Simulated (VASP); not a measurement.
# Sn3Te (Pm-3m) in VASP: further runs

Runs on Sn3Te. Level: PBE. Tasks: single point.

All numbers are computed with VASP 6.6.1; they aren't measurements. Logs are shortened: lines on timing, memory, paths and dates and some standing lists are left out, and cuts for length are marked.

**1. The cell of the first run**

Symmetry: Pm-3m, No. 221, cubic system. Conventional cell: a = 4.698 Å, b = 4.698 Å, c = 4.698 Å, α = 90.00°, β = 90.00°, γ = 90.00°. Within 4.4 Å of Sn (site symmetry 4/mmm) lie 8 Sn at 3.32 Å and 4 Te at 3.32 Å. Within 4.4 Å of Te (site symmetry m-3m) lie 12 Sn at 3.32 Å.

**2. Single point, PBE**

INCAR reads:

```
SYSTEM = Sn3Te
PREC = Accurate
ENCUT = 520
EDIFF = 1E-6
ISMEAR = -1
SIGMA = 0.1
LREAL = .False.
LASPH = .True.
NELM = 80
ALGO = Normal
ISIF = 2
LWAVE = .False.
LCHARG = .False.
GGA = PE
NBANDS = 32
```

KPOINTS reads:

```
Automatic mesh
0
Gamma
  5 5 5
  0 0 0
```

POSCAR reads:

```
Sn3Te
1.0
    4.6977063905      0.0000000000      0.0000000000
    0.0000000000      4.6977063905      0.0000000000
    0.0000000000      0.0000000000      4.6977063905
Sn Te
3 1
Direct
    0.5000000000      0.5000000000      0.0000000000
    0.5000000000      0.0000000000      0.5000000000
    0.0000000000      0.5000000000      0.5000000000
    0.0000000000      0.0000000000      0.0000000000
```

Potentials or basis: VASP PAW PBE potentials, release 64 (Sn_d, Te).

Launch:

```bash
> cat potpaw_PBE.64/Sn_d/POTCAR potpaw_PBE.64/Te/POTCAR > POTCAR
> mpirun -np 1 vasp_std > vasp.out
```

OUTCAR:

```text
SYSTEM = Sn3Te
   PREC = Accurate
   ENCUT = 520
   EDIFF = 1E-6
   ISMEAR = -1
   LREAL = .False.
   LASPH = .True.
   NELM = 80
   ISIF = 2
   GGA = PE

 ion  position               nearest neighbor table
   1  0.500  0.500  0.000-   2 3.32   3 3.32   4 3.32   2 3.32   3 3.32   2 3.32   4 3.32   2 3.32
                             3 3.32   4 3.32   3 3.32   4 3.32
   2  0.500  0.000  0.500-   1 3.32   3 3.32   4 3.32   1 3.32   4 3.32   1 3.32   3 3.32   1 3.32
                             3 3.32   4 3.32   4 3.32   3 3.32
   3  0.000  0.500  0.500-   1 3.32   2 3.32   4 3.32   1 3.32   4 3.32   2 3.32   4 3.32   4 3.32
                             1 3.32   2 3.32   1 3.32   2 3.32
   4  0.000  0.000  0.000-   1 3.32   2 3.32   3 3.32   2 3.32   3 3.32   1 3.32   3 3.32   3 3.32
                             1 3.32   2 3.32   2 3.32   1 3.32

  LATTYP: Found a simple cubic cell.
 ALAT       =     4.6977063905

  Lattice vectors:

 A1 = (   4.6977063905,   0.0000000000,   0.0000000000)
 A2 = (   0.0000000000,   4.6977063905,   0.0000000000)
 A3 = (   0.0000000000,   0.0000000000,   4.6977063905)

Analysis of symmetry for initial positions (statically):
=====================================================================
 Subroutine PRICEL returns:
 Original cell was already a primitive cell.

 Routine SETGRP: Setting up the symmetry group for a
 simple cubic supercell.

 Subroutine GETGRP returns: Found 48 space group operations
 (whereof 48 operations were pure point group operations)
 out of a pool of 48 trial point group operations.

The static configuration has the point symmetry O_h .

Analysis of symmetry for dynamics (positions and initial velocities):
=====================================================================
 Subroutine PRICEL returns:
 Original cell was already a primitive cell.

 Routine SETGRP: Setting up the symmetry group for a
 simple cubic supercell.

 Subroutine GETGRP returns: Found 48 space group operations
 (whereof 48 operations were pure point group operations)
 out of a pool of 48 trial point group operations.

The dynamic configuration has the point symmetry O_h .

 Subroutine INISYM returns: Found 48 space group operations
 (whereof 48 operations are pure point group operations),
 and found     1 'primitive' translations

----------------------------------------------------------------------------------------

                                     Primitive cell

  volume of cell :     103.6711

  direct lattice vectors                    reciprocal lattice vectors
     4.697706390  0.000000000  0.000000000     0.212869838  0.000000000  0.000000000
     0.000000000  4.697706390  0.000000000     0.000000000  0.212869838  0.000000000
     0.000000000  0.000000000  4.697706390     0.000000000  0.000000000  0.212869838

  length of vectors
     4.697706390  4.697706390  4.697706390     0.212869838  0.212869838  0.212869838

  position of ions in fractional coordinates (direct lattice)
     0.500000000  0.500000000  0.000000000
     0.500000000  0.000000000  0.500000000
     0.000000000  0.500000000  0.500000000
     0.000000000  0.000000000  0.000000000

  ion indices of the primitive-cell ions
   primitive index   ion index
                 1           1
                 2           2
                 3           3
                 4           4

----------------------------------------------------------------------------------------

 KPOINTS: Automatic mesh

Automatic generation of k-mesh.
 Grid dimensions read from file:
 generate k-points for:    5    5    5

 Generating k-lattice:

  Cartesian coordinates                     Fractional coordinates (reciprocal lattice)
     0.042573968  0.000000000  0.000000000     0.200000000  0.000000000  0.000000000
     0.000000000  0.042573968  0.000000000     0.000000000  0.200000000  0.000000000
     0.000000000  0.000000000  0.042573968     0.000000000  0.000000000  0.200000000

  Length of vectors
     0.042573968  0.042573968  0.042573968

  Shift w.r.t. Gamma in fractional coordinates (k-lattice)
     0.000000000  0.000000000  0.000000000

 Subroutine IBZKPT returns following result:
 ===========================================

 Found     10 irreducible k-points:

 Following reciprocal coordinates:
            Coordinates               Weight
  0.000000  0.000000  0.000000      1.000000
  0.200000  0.000000  0.000000      6.000000
  0.400000  0.000000  0.000000      6.000000
  0.200000  0.200000  0.000000     12.000000
  0.400000  0.200000  0.000000     24.000000
  0.400000  0.400000  0.000000     12.000000
  0.200000  0.200000  0.200000      8.000000
  0.400000  0.200000  0.200000     24.000000
  0.400000  0.400000  0.200000     24.000000
  0.400000  0.400000  0.400000      8.000000
   k-points           NKPTS =     10   k-points in BZ     NKDIM =     10   number of bands    NBANDS=     32
   number of dos      NEDOS =    301   number of ions     NIONS =      4
   total plane-waves  NPLWV =  46656
   dimension x,y,z NGX =    36 NGY =   36 NGZ =   36
   dimension x,y,z NGXF=    72 NGYF=   72 NGZF=   72
   ions per type =               3   1
   NGX,Y,Z   is equivalent  to a cutoff of  12.74, 12.74, 12.74 a.u.
   NGXF,Y,Z  is equivalent  to a cutoff of  25.48, 25.48, 25.48 a.u.
 SYSTEM =  Sn3Te
   PREC   = accura    normal or accurate (medium, high low for compatibility)
   ISTART =      0    job   : 0-new  1-cont  2-samecut
   ICHARG =      2    charge: 1-file 2-atom 10-const
   ISPIN  =      1    spin polarized calculation?
   LNONCOLLINEAR =      F non collinear calculations
   LSORBIT =      F    spin-orbit coupling
   LASPH  =      T    aspherical Exc in radial PAW
   ENCUT  =  520.0 eV  38.22 Ry    6.18 a.u.   8.73  8.73  8.73*2*pi/ulx,y,z
   NELM   =     80;   NELMIN=  2; NELMDL= -5     # of ELM steps
   EDIFF  = 0.1E-05   stopping-criterion for ELM
   LREAL  =      F    real-space projection
   EDIFFG = 0.1E-04   stopping-criterion for IOM
   NSW    =      0    number of steps for IOM
   IBRION =     -1    ionic relax: 0-MD 1-quasi-New 2-CG
   NFREE  =      0    steps in history (QN), initial steepest desc. (CG)
   ISIF   =      2    stress and relaxation
   ISYM   =      2    0-nonsym 1-usesym 2-fastsym
   POTIM  = 0.5000    time-step for ionic-motion
   TEBEG  =    0.0;   TEEND  =   0.0 temperature during run
   PSTRESS=    0.0 pullay stress
   NELECT =      48.0000    total number of electrons
   NUPDOWN=      -1.0000    fix difference up-down
   EMIN   =  10.00;   EMAX   =-10.00  energy-range for DOS
   EFERMI =   0.00;   METHOD = LEGACY
   ISMEAR =    -1;   SIGMA  =   0.10  broadening in eV -4-tet -1-fermi 0-gaus
   EFERMI_NEDOS =   21; number of points for ismear=-14 and -15
   IALGO  =     38    algorithm
   IMIX   =      4    mixing-type and parameters
     AMIX     =   0.40;   BMIX     =  1.00
     AMIX_MAG =   1.60;   BMIX_MAG =  1.00
  volume/ion in A,a.u.               =      25.92       174.90
  Fermi-wavevector in a.u.,A,eV,Ry     =   1.266493  2.393324 21.823798  1.604004
  Thomas-Fermi vector in A             =   2.399691
   LORBIT       =      0    0 simple, 1 ext, 2 COOP (PROOUT), +10 PAW based schemes
   GGA     = PE    functional components
   LHFCALC =     F    Hartree Fock is set to
   AEXX    =    0.0000 exact exchange contribution
   IVDW    =     0    specifies the selected vdW correction
   LEPSILON=     F    determine dielectric tensor
   LRPA    =     F    only Hartree local field effects (RPA)
 non-spin polarized calculation
  energy-cutoff  :      520.00
  volume of cell :      103.67
 maximum number of plane-waves:      2813
 NGX is ok and might be reduce to    36
   NGX = 17   NGY = 17   NGZ = 17

 number of electron      47.9999954 magnetization

 Free energy of the ion-electron system (eV)
  ---------------------------------------------------
  ext. energy  EPLUGINS =         0.00000000
  ---------------------------------------------------
  free energy    TOTEN  =       -14.06922218 eV

  energy without entropy =      -13.93258333  energy(sigma->0) =      -14.00090275

 E-fermi :   8.9672     XC(G=0): -10.5571

 val. band max:        8.9564726915   @ k =   0.4000   0.4000   0.0000
 cond. band min:       8.9797823506   @ k =   0.4000   0.2000   0.2000
 fundamental gap:      0.0233096590
 Fermi energy:         8.9672262452

 k-point     1 :       0.0000    0.0000    0.0000
  band No.  band energies     occupation
      1     -12.7769      2.00000
      2     -12.7769      2.00000
      3     -12.7769      2.00000
      4     -12.7343      2.00000
      5     -12.7324      2.00000
      6     -12.7324      2.00000
[... 24 lines left out ...]
     31      13.9757      0.00000
     32      14.1865      0.00000

 k-point     2 :       0.2000    0.0000    0.0000
  band No.  band energies     occupation
      1     -12.7727      2.00000
      2     -12.7550      2.00000
      3     -12.7550      2.00000
      4     -12.7310      2.00000
      5     -12.7195      2.00000
      6     -12.7190      2.00000
[... 24 lines left out ...]
     31      14.8104      0.00000
     32      14.8946      0.00000

 k-point     3 :       0.4000    0.0000    0.0000
  band No.  band energies     occupation
      1     -12.7650      2.00000
      2     -12.7287      2.00000
      3     -12.7048      2.00000
      4     -12.7048      2.00000
      5     -12.6902      2.00000
      6     -12.6845      2.00000
[... 24 lines left out ...]
     31      13.2624      0.00000
     32      14.9436      0.00000

 k-point     4 :       0.2000    0.2000    0.0000
  band No.  band energies     occupation
      1     -12.7571      2.00000
      2     -12.7490      2.00000
      3     -12.7445      2.00000
      4     -12.7238      2.00000
      5     -12.7072      2.00000
      6     -12.7028      2.00000
[... 164 lines left out ...]
     31      14.1122      0.00000
     32      15.6184      0.00000

 k-point     9 :       0.4000    0.4000    0.2000
  band No.  band energies     occupation
      1     -12.7329      2.00000
      2     -12.7283      2.00000
      3     -12.7254      2.00000
      4     -12.7054      2.00000
      5     -12.6965      2.00000
      6     -12.6710      2.00000
[... 24 lines left out ...]
     31      14.9377      0.00000
     32      16.0633      0.00000

 k-point    10 :       0.4000    0.4000    0.4000
  band No.  band energies     occupation
      1     -12.7501      2.00000
      2     -12.7308      2.00000
      3     -12.7308      2.00000
      4     -12.7151      2.00000
      5     -12.7089      2.00000
      6     -12.6918      2.00000
[... 24 lines left out ...]
     31      14.7492      0.00000
     32      16.9403      0.00000

------------------------ aborting loop because EDIFF is reached ----------------------------------------

  FORCE on cell =-STRESS in cart. coord.  units (eV):
  Direction    XX          YY          ZZ          XY          YZ          ZX
  --------------------------------------------------------------------------------------
  -------------------------------------------------------------------------------------
  Total        4.2100808      4.2100808      4.2100808     -0.0000000     -0.0000000     -0.0000000
  in kB       65.0643968     65.0643968     65.0643968     -0.0000000     -0.0000000     -0.0000000
  external PRESSURE =      65.0643968 kB  Pullay stress =       0.0000000 kB

 VOLUME and BASIS-vectors are now :
 -----------------------------------------------------------------------------
  energy-cutoff  :      520.00
  volume of cell :      103.67
      direct lattice vectors                 reciprocal lattice vectors
     4.697706390  0.000000000  0.000000000     0.212869838  0.000000000  0.000000000
     0.000000000  4.697706390  0.000000000     0.000000000  0.212869838  0.000000000
     0.000000000  0.000000000  4.697706390     0.000000000  0.000000000  0.212869838

 POSITION                                       TOTAL-FORCE (eV/Angst)
 -----------------------------------------------------------------------------------
      2.34885      2.34885      0.00000         0.000000      0.000000      0.000000
      2.34885      0.00000      2.34885         0.000000      0.000000      0.000000
      0.00000      2.34885      2.34885         0.000000      0.000000      0.000000
      0.00000      0.00000      0.00000         0.000000      0.000000      0.000000
 -----------------------------------------------------------------------------------
    total drift:                                0.000000      0.000000      0.000000

  FREE ENERGIE OF THE ION-ELECTRON SYSTEM (eV)
  ---------------------------------------------------
  free  energy   TOTEN  =       -14.0692221832 eV

  energy  without entropy=      -13.9325833256  energy(sigma->0) =      -14.00090275
```

Wall time 34 s (1 thread of AMD EPYC 7R13, shared host); peak memory 0.18 GiB.

What came out:

```yaml
Free_energy: -14.0692 eV
Pressure: 6.5 GPa
Band_gap_on_the_k_mesh: zero (band 24 reaches 11.07 eV, above the bottom of band 25 at 8.54 eV)
```

Caveat: spin-orbit coupling is left out, which moves the levels of the heavy elements.

**3. Single point, PBE**

This run uses another cell than the first one, of 26.64 Å³/atom, 1.028 times its volume.

INCAR reads:

```
SYSTEM = Sn3Te
ALGO = Normal ; EDIFF = 1E-6
ENCUT = 520 ; GGA = PE
ISIF = 2 ; ISMEAR = -1
LASPH = .TRUE. ; LCHARG = .FALSE.
LREAL = .FALSE. ; LWAVE = .FALSE.
NBANDS = 32 ; NELM = 60
PREC = Accurate ; SIGMA = 0.1
```

KPOINTS reads:

```
k-points
0
G
  5 5 5
  0 0 0
```

POSCAR reads:

```
Sn3Te
1.0
    4.7408070218      0.0000000000      0.0000000000
    0.0000000000      4.7408070218      0.0000000000
    0.0000000000      0.0000000000      4.7408070218
Sn Te
3 1
Direct
    0.5000000000      0.5000000000      0.0000000000
    0.5000000000      0.0000000000      0.5000000000
    0.0000000000      0.5000000000      0.5000000000
    0.0000000000      0.0000000000      0.0000000000
```

Potentials or basis: VASP PAW PBE potentials, release 64 (Sn_d, Te).

Launch:

```bash
> cat potpaw_PBE.64/Sn_d/POTCAR potpaw_PBE.64/Te/POTCAR > POTCAR
> mpirun -np 1 vasp_std > vasp.out
```

Run time: 34 s. Hardware: 1 thread of AMD EPYC 7R13, shared host; peak memory 0.18 GiB.

Results (log left out):

```
Free energy            : -14.1705 eV
Pressure               : 4.7 GPa
Band gap on the k mesh : zero (band 24 reaches 10.62 eV, above the bottom of band 25 at 8.24 eV)
```

Levels at points of the mesh, in eV from the Fermi level:
| k point | band 20 | band 21 | band 22 | band 23 | band 24 | band 25 | band 26 | band 27 | band 28 | band 29 |
| --- | --- | --- | --- | --- | --- | --- | --- | --- | --- | --- |
| (0.00, 0.00, 0.00) | -4.57 | -4.57 | -4.57 | 0.43 | 0.43 | 0.43 | 1.99 | 1.99 | 1.99 | 4.65 |

Caveat: spin-orbit coupling is left out, which moves the levels of the heavy elements.
